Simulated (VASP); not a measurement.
# AlN (P6_3mc) in VASP: further runs

AlN is run at these levels: r2SCAN; tasks: single point.

All numbers are computed with VASP 6.6.1; they aren't measurements. Logs are shortened: lines on timing, memory, paths and dates and some standing lists are left out, and cuts for length are marked.

**What was measured.**

“Self-assembly of well-separated AlN nanowires directly on sputtered metallic TiN films”, 2019, arxiv:1910.07391 quotes, for a bulk crystal of AlN at 10 K: band gap 6.034 eV (an exciton energy, a little under the gap).

The runs below are set against these values where they give the same quantity.

## 1. The cell of the first run

The structure is hexagonal, space group P6_3mc (No. 186). Conventional cell: a = 3.107 Å, b = 3.107 Å, c = 4.979 Å, α = 90.00°, β = 90.00°, γ = 120.00°. Al (site symmetry 3m) has 4 N at 1.89 to 1.90 Å within 2.5 Å. N (site symmetry 3m) has 4 Al at 1.89 to 1.90 Å within 2.5 Å.

## 2. Single point, r2SCAN

POSCAR reads:

```
AlN
1.0
    3.1066952954      0.0000000000      0.0000000000
   -1.5533476477      2.6904770476      0.0000000000
    0.0000000000      0.0000000000      4.9785191201
Al N
2 2
Direct
    0.3333333333      0.6666666667     -0.0008018794
    0.6666666667      0.3333333333      0.4991981206
    0.3333333333      0.6666666667      0.3808018794
    0.6666666667      0.3333333333      0.8808018794
```

INCAR.step1 reads:

```
ALGO = Normal
EDIFF = 1E-4
ENCUT = 520
GGA = PE
ISMEAR = -1
LASPH = True
LCHARG = False
LREAL = False
LWAVE = True
NBANDS = 16
NELM = 100
PREC = Accurate
SIGMA = 0.1
```

INCAR.step2 reads:

```
ALGO = Normal
EDIFF = 1E-6
ENCUT = 520
ISIF = 2
ISMEAR = -1
ISTART = 1
LASPH = True
LCHARG = False
LMIXTAU = True
LREAL = False
LWAVE = False
METAGGA = R2SCAN
NBANDS = 16
NELM = 100
PREC = Accurate
SIGMA = 0.1
```

KPOINTS reads:

```
k-points
0
Gamma
  12 12 6
```

Potentials or basis: VASP PAW PBE potentials, release 64 (Al, N).

Run with:

```bash
$ cat potpaw_PBE.64/Al/POTCAR potpaw_PBE.64/N/POTCAR > POTCAR
$ cp INCAR.step1 INCAR
$ mpirun -np 1 vasp_std > vasp.out
$ cp INCAR.step2 INCAR
$ mpirun -np 1 vasp_std > vasp.out
```

OUTCAR:

```text
EDIFF = 1E-6
   ENCUT = 520
   ISIF = 2
   ISMEAR = -1
   ISTART = 1
   LASPH = True
   LREAL = False
   METAGGA = R2SCAN
   NELM = 100
   PREC = Accurate

 ion  position               nearest neighbor table
   1  0.333  0.667  0.999-   4 1.89   4 1.89   4 1.89   3 1.90   2 3.07   2 3.07   2 3.07   2 3.07
                             2 3.07   2 3.07
   2  0.667  0.333  0.499-   3 1.89   3 1.89   3 1.89   4 1.90   1 3.07   1 3.07   1 3.07   1 3.07
                             1 3.07   1 3.07
   3  0.333  0.667  0.381-   2 1.89   2 1.89   2 1.89   1 1.90
   4  0.667  0.333  0.881-   1 1.89   1 1.89   1 1.89   2 1.90

  LATTYP: Found a hexagonal cell.
 ALAT       =     3.1066952954
 C/A-ratio  =     1.6025128462

  Lattice vectors:

 A1 = (   3.1066952954,   0.0000000000,   0.0000000000)
 A2 = (  -1.5533476477,   2.6904770476,   0.0000000000)
 A3 = (   0.0000000000,   0.0000000000,   4.9785191201)

Analysis of symmetry for initial positions (statically):
=====================================================================
 Subroutine PRICEL returns:
 Original cell was already a primitive cell.

 Routine SETGRP: Setting up the symmetry group for a
 hexagonal supercell.

 Subroutine GETGRP returns: Found 12 space group operations
 (whereof  6 operations were pure point group operations)
 out of a pool of 24 trial point group operations.

The static configuration has the point symmetry C_3v.
 The point group associated with its full space group is C_6v.

Analysis of symmetry for dynamics (positions and initial velocities):
=====================================================================
 Subroutine PRICEL returns:
 Original cell was already a primitive cell.

 Routine SETGRP: Setting up the symmetry group for a
 hexagonal supercell.

 Subroutine GETGRP returns: Found 12 space group operations
 (whereof  6 operations were pure point group operations)
 out of a pool of 24 trial point group operations.

The dynamic configuration has the point symmetry C_3v.
 The point group associated with its full space group is C_6v.

 Subroutine INISYM returns: Found 12 space group operations
 (whereof  6 operations are pure point group operations),
 and found     1 'primitive' translations

----------------------------------------------------------------------------------------

                                     Primitive cell

  volume of cell :      41.6129

  direct lattice vectors                    reciprocal lattice vectors
     3.106695295  0.000000000  0.000000000     0.321885446  0.185840649  0.000000000
    -1.553347648  2.690477048  0.000000000     0.000000000  0.371681298  0.000000000
     0.000000000  0.000000000  4.978519120     0.000000000  0.000000000  0.200862943

  length of vectors
     3.106695295  3.106695295  4.978519120     0.371681298  0.371681298  0.200862943

  position of ions in fractional coordinates (direct lattice)
     0.333333333  0.666666667  0.999198121
     0.666666667  0.333333333  0.499198121
     0.333333333  0.666666667  0.380801879
     0.666666667  0.333333333  0.880801879

  ion indices of the primitive-cell ions
   primitive index   ion index
                 1           1
                 2           2
                 3           3
                 4           4

----------------------------------------------------------------------------------------

 KPOINTS: k-points

Automatic generation of k-mesh.
 Grid dimensions read from file:
 generate k-points for:   12   12    6

 Generating k-lattice:

  Cartesian coordinates                     Fractional coordinates (reciprocal lattice)
     0.026823787  0.015486721  0.000000000     0.083333333  0.000000000  0.000000000
     0.000000000  0.030973441  0.000000000     0.000000000  0.083333333  0.000000000
     0.000000000  0.000000000  0.033477157     0.000000000  0.000000000  0.166666667

  Length of vectors
     0.030973441  0.030973441  0.033477157

  Shift w.r.t. Gamma in fractional coordinates (k-lattice)
     0.000000000  0.000000000  0.000000000

 Subroutine IBZKPT returns following result:
 ===========================================

 Found     76 irreducible k-points:

 Following reciprocal coordinates:
            Coordinates               Weight
  0.000000  0.000000  0.000000      1.000000
  0.083333 -0.000000  0.000000      6.000000
  0.166667 -0.000000  0.000000      6.000000
  0.250000 -0.000000  0.000000      6.000000
  0.333333  0.000000  0.000000      6.000000
  0.416667  0.000000  0.000000      6.000000
[... 16 lines left out ...]
  0.250000 -0.000000  0.166667     12.000000
  0.333333  0.000000  0.166667     12.000000
 [... further k-points ...]
   k-points           NKPTS =     76   k-points in BZ     NKDIM =     76   number of bands    NBANDS=     16
   number of dos      NEDOS =    301   number of ions     NIONS =      4
   total plane-waves  NPLWV =  23040
   dimension x,y,z NGX =    24 NGY =   24 NGZ =   40
   dimension x,y,z NGXF=    48 NGYF=   48 NGZF=   80
   ions per type =               2   2
   NGX,Y,Z   is equivalent  to a cutoff of  12.84, 12.84, 13.36 a.u.
   NGXF,Y,Z  is equivalent  to a cutoff of  25.69, 25.69, 26.71 a.u.
 SYSTEM =  unknown system
   PREC   = accura    normal or accurate (medium, high low for compatibility)
   ISTART =      1    job   : 0-new  1-cont  2-samecut
   ICHARG =      0    charge: 1-file 2-atom 10-const
   ISPIN  =      1    spin polarized calculation?
   LNONCOLLINEAR =      F non collinear calculations
   LSORBIT =      F    spin-orbit coupling
   LASPH  =      T    aspherical Exc in radial PAW
   ENCUT  =  520.0 eV  38.22 Ry    6.18 a.u.   5.78  5.78  9.26*2*pi/ulx,y,z
   NELM   =    100;   NELMIN=  2; NELMDL=  0     # of ELM steps
   EDIFF  = 0.1E-05   stopping-criterion for ELM
   LREAL  =      F    real-space projection
   EDIFFG = 0.1E-04   stopping-criterion for IOM
   NSW    =      0    number of steps for IOM
   IBRION =     -1    ionic relax: 0-MD 1-quasi-New 2-CG
   NFREE  =      0    steps in history (QN), initial steepest desc. (CG)
   ISIF   =      2    stress and relaxation
   ISYM   =      2    0-nonsym 1-usesym 2-fastsym
   POTIM  = 0.5000    time-step for ionic-motion
   TEBEG  =    0.0;   TEEND  =   0.0 temperature during run
   PSTRESS=    0.0 pullay stress
   NELECT =      16.0000    total number of electrons
   NUPDOWN=      -1.0000    fix difference up-down
   EMIN   =  10.00;   EMAX   =-10.00  energy-range for DOS
   EFERMI =   0.00;   METHOD = LEGACY
   ISMEAR =    -1;   SIGMA  =   0.10  broadening in eV -4-tet -1-fermi 0-gaus
   EFERMI_NEDOS =   21; number of points for ismear=-14 and -15
   IALGO  =     38    algorithm
   IMIX   =      4    mixing-type and parameters
     AMIX     =   0.40;   BMIX     =  1.00
     AMIX_MAG =   1.60;   BMIX_MAG =  1.00
  volume/ion in A,a.u.               =      10.40        70.20
  Fermi-wavevector in a.u.,A,eV,Ry     =   1.190434  2.249595 19.281278  1.417134
  Thomas-Fermi vector in A             =   2.326519
   LORBIT       =      0    0 simple, 1 ext, 2 COOP (PROOUT), +10 PAW based schemes
   METAGGA = R2SCAN    functional components
   LHFCALC =     F    Hartree Fock is set to
   AEXX    =    0.0000 exact exchange contribution
   IVDW    =     0    specifies the selected vdW correction
   LEPSILON=     F    determine dielectric tensor
   LRPA    =     F    only Hartree local field effects (RPA)
 non-spin polarized calculation
  energy-cutoff  :      520.00
  volume of cell :       41.61
 maximum number of plane-waves:      1152
 NGX is ok and might be reduce to    24
   NGX = 11   NGY = 11   NGZ = 19

 number of electron      15.9999996 magnetization

 Free energy of the ion-electron system (eV)
  ---------------------------------------------------
  ext. energy  EPLUGINS =         0.00000000
  ---------------------------------------------------
  free energy    TOTEN  =       -38.45646434 eV

  energy without entropy =      -38.45646434  energy(sigma->0) =      -38.45646434

 E-fermi :   7.9263     XC(G=0): -11.4167

 val. band max:        5.9178230852   @ k =   0.0000   0.0000   0.0000
 cond. band min:      10.8383957718   @ k =   0.0000   0.0000   0.0000
 fundamental gap:      4.9205726866
 Fermi energy:         7.9262569650

 k-point     1 :       0.0000    0.0000    0.0000
  band No.  band energies     occupation
      1     -10.0625      2.00000
      2      -7.9406      2.00000
      3      -0.1515      2.00000
      4       5.0336      2.00000
      5       5.0336      2.00000
      6       5.6943      2.00000
[... 8 lines left out ...]
     15      20.0418      0.00000
     16      20.0418      0.00000

 k-point     2 :       0.0833   -0.0000    0.0000
  band No.  band energies     occupation
      1      -9.9733      2.00000
      2      -7.8906      2.00000
      3      -0.0437      2.00000
      4       4.6239      2.00000
      5       4.9145      2.00000
      6       5.2905      2.00000
[... 8 lines left out ...]
     15      20.1022      0.00000
     16      20.1041      0.00000

 k-point     3 :       0.1667   -0.0000    0.0000
  band No.  band energies     occupation
      1      -9.7138      2.00000
      2      -7.7542      2.00000
      3       0.2737      2.00000
      4       3.6154      2.00000
      5       4.4118      2.00000
      6       4.6345      2.00000
[... 8 lines left out ...]
     15      19.2991      0.00000
     16      19.5744      0.00000

 k-point     4 :       0.2500   -0.0000    0.0000
  band No.  band energies     occupation
      1      -9.3115      2.00000
      2      -7.5747      2.00000
      3       0.7810      2.00000
      4       2.4284      2.00000
      5       3.4305      2.00000
      6       4.3125      2.00000
[... 8 lines left out ...]
     15      19.0725      0.00000
     16      20.1971      0.00000
[... 324 lines left out ...]
 k-point    22 :       0.1667   -0.0000    0.1667
  band No.  band energies     occupation
      1      -9.6120      2.00000
      2      -7.9312      2.00000
      3       0.5727      2.00000
      4       3.6837      2.00000
      5       4.1769      2.00000
      6       4.6928      2.00000
[... 8 lines left out ...]
     15      19.4478      0.00000
     16      19.7797      0.00000

 k-point    23 :       0.2500   -0.0000    0.1667
  band No.  band energies     occupation
      1      -9.2174      2.00000
      2      -7.7229      2.00000
      3       0.9236      2.00000
      4       2.5930      2.00000
      5       3.2496      2.00000
      6       4.3804      2.00000
[... 8 lines left out ...]
     15      19.3414      0.00000
     16      20.2732      0.00000

 k-point    24 :       0.3333    0.0000    0.1667
  band No.  band energies     occupation
      1      -8.7403      2.00000
      2      -7.5342      2.00000
      3       0.9528      2.00000
      4       1.9311      2.00000
      5       2.5410      2.00000
      6       4.1067      2.00000
[... 8 lines left out ...]
     15      19.4230      0.00000
     16      21.3272      0.00000

 [... further k-points ...]
[... 5 lines left out ...]
  --------------------------------------------------------------------------------------
  -------------------------------------------------------------------------------------
  Total       -0.1024489     -0.1024489     -0.0961560      0.0000000      0.0000000      0.0000000
  in kB       -3.9444788     -3.9444788     -3.7021902      0.0000000      0.0000000      0.0000000
  external PRESSURE =      -3.8637159 kB  Pullay stress =       0.0000000 kB

 VOLUME and BASIS-vectors are now :
 -----------------------------------------------------------------------------
  energy-cutoff  :      520.00
  volume of cell :       41.61
      direct lattice vectors                 reciprocal lattice vectors
     3.106695295  0.000000000  0.000000000     0.321885446  0.185840649  0.000000000
    -1.553347648  2.690477048  0.000000000     0.000000000  0.371681298  0.000000000
     0.000000000  0.000000000  4.978519120     0.000000000  0.000000000  0.200862943

 POSITION                                       TOTAL-FORCE (eV/Angst)
 -----------------------------------------------------------------------------------
     -0.00000      1.79365      4.97453        -0.000000      0.000000     -0.002590
      1.55335      0.89683      2.48527         0.000000     -0.000000     -0.002590
     -0.00000      1.79365      1.89583        -0.000000      0.000000      0.002590
      1.55335      0.89683      4.38509        -0.000000      0.000000      0.002590
 -----------------------------------------------------------------------------------
    total drift:                               -0.000000     -0.000000     -0.025642

  FREE ENERGIE OF THE ION-ELECTRON SYSTEM (eV)
  ---------------------------------------------------
  free  energy   TOTEN  =       -38.4564643390 eV

  energy  without entropy=      -38.4564643389  energy(sigma->0) =      -38.45646434
```

Run time: 1.9 min. Hardware: 1 thread of Intel Xeon Platinum 8259CL at 2.50GHz (Skylake/Cascade Lake), shared host; peak memory 0.18 GiB.

Results:

| Item | Value |
| --- | --- |
| Free energy | -38.4565 eV |
| Pressure | -0.4 GPa |
| Band gap on the k mesh | 4.92 eV, direct |

Forces in eV/Å, atoms in the order of the input:
```
Al   0.000  0.000 -0.003
Al   0.000  0.000 -0.003
N    0.000  0.000  0.003
N    0.000  0.000  0.003
```

Levels at points of the mesh, in eV from the valence-band top:
| k point | band 4 | band 5 | band 6 | band 7 | band 8 | band 9 | band 10 | band 11 | band 12 | band 13 |
| --- | --- | --- | --- | --- | --- | --- | --- | --- | --- | --- |
| (0.00, 0.00, 0.00) | -0.88 | -0.88 | -0.22 | -0.22 | 0.00 | 4.92 | 7.54 | 11.62 | 12.04 | 12.04 |
| (0.50, 0.00, 0.00) | -4.22 | -3.39 | -2.14 | -1.77 | -0.71 | 6.45 | 6.56 | 9.05 | 11.26 | 11.72 |
| (0.00, 0.00, 0.50) | -3.37 | -0.56 | -0.56 | -0.56 | -0.56 | 7.26 | 7.26 | 11.32 | 11.32 | 12.36 |
| (0.50, 0.00, 0.50) | -5.66 | -1.50 | -1.50 | -1.39 | -1.39 | 6.00 | 6.00 | 10.15 | 10.15 | 12.94 |

Caveat: the PAW data sets were made with another functional, which shifts forces and pressure a little. A k mesh can miss the band edges.

## 3. Single point, r2SCAN

POSCAR reads:

```
AlN
1.0
    3.1067291065      0.0000222162     -0.0000034901
   -1.5533453134      2.6904816092      0.0000094658
   -0.0000055844      0.0000142649      4.9785586966
Al N
2 2
Direct
    0.3339538792      0.6679608747     -0.0001409047
    0.6672872193      0.3346249371      0.4998591028
    0.3339500326      0.6679589333      0.3814705075
    0.6672916142      0.3346280467      0.8814705228
```

INCAR.step1 reads:

```
PREC = Accurate ; ENCUT = 520
ISMEAR = 0 ; SIGMA = 0.01
LREAL = False ; LASPH = True
NELM = 60 ; NBANDS = 16
ISYM = 0 ; GGA = PE
ALGO = Normal ; EDIFF = 1E-4
LWAVE = True ; LCHARG = False
```

INCAR.step2 reads:

```
PREC = Accurate ; ENCUT = 520
EDIFF = 1E-7 ; ISMEAR = 0
SIGMA = 0.01 ; LREAL = False
LASPH = True ; NELM = 60
ALGO = Normal ; ISIF = 2
LWAVE = False ; LCHARG = False
METAGGA = R2SCAN ; LMIXTAU = True
NBANDS = 16 ; ISYM = 0
ISTART = 1
```

KPOINTS reads:

```
Automatic mesh
0
Gamma
  8 8 4
  0.5 0.5 0.5
```

Potentials or basis: VASP PAW PBE potentials, release 64 (Al, N).

Run with:

```bash
$ cat potpaw_PBE.64/Al/POTCAR potpaw_PBE.64/N/POTCAR > POTCAR
$ cp INCAR.step1 INCAR
$ mpirun -np 1 vasp_std > vasp.out
$ cp INCAR.step2 INCAR
$ mpirun -np 1 vasp_std > vasp.out
```

Wall time 3.5 min (1 thread of Intel Xeon Platinum 8259CL at 2.50GHz (Skylake/Cascade Lake), shared host); peak memory 0.2 GiB.

It converged, with:

```yaml
Free_energy: -38.4564 eV
Pressure: -0.4 GPa
Band_gap_on_the_k_mesh: 5.62 eV, direct
```

Levels at points of the mesh, in eV from the valence-band top:
| k point | band 5 | band 6 | band 7 | band 8 | band 9 | band 10 | band 11 | band 12 |
| --- | --- | --- | --- | --- | --- | --- | --- | --- |
| (0.06, 0.06, 0.12) | -1.05 | -0.67 | -0.12 | 0.00 | 5.99 | 8.37 | 10.96 | 11.31 |

Caveat: the PAW data sets were made with another functional, which shifts forces and pressure a little.

## 4. How close it comes

Step 3. A measured gap of AlN is 6.034 eV (an exciton energy, a little under the gap; 10 K; quoted in “Self-assembly of well-separated AlN nanowires directly on sputtered metallic TiN films”, 2019, arxiv:1910.07391); the calculated 5.62 eV misses it by -0.41 eV. 2 values of this kind are on record (6.034 to 6.0343 eV); this one was drawn at random. The value is that of r2SCAN on a finite k mesh, which can miss the band edges, without temperature or zero-point motion.
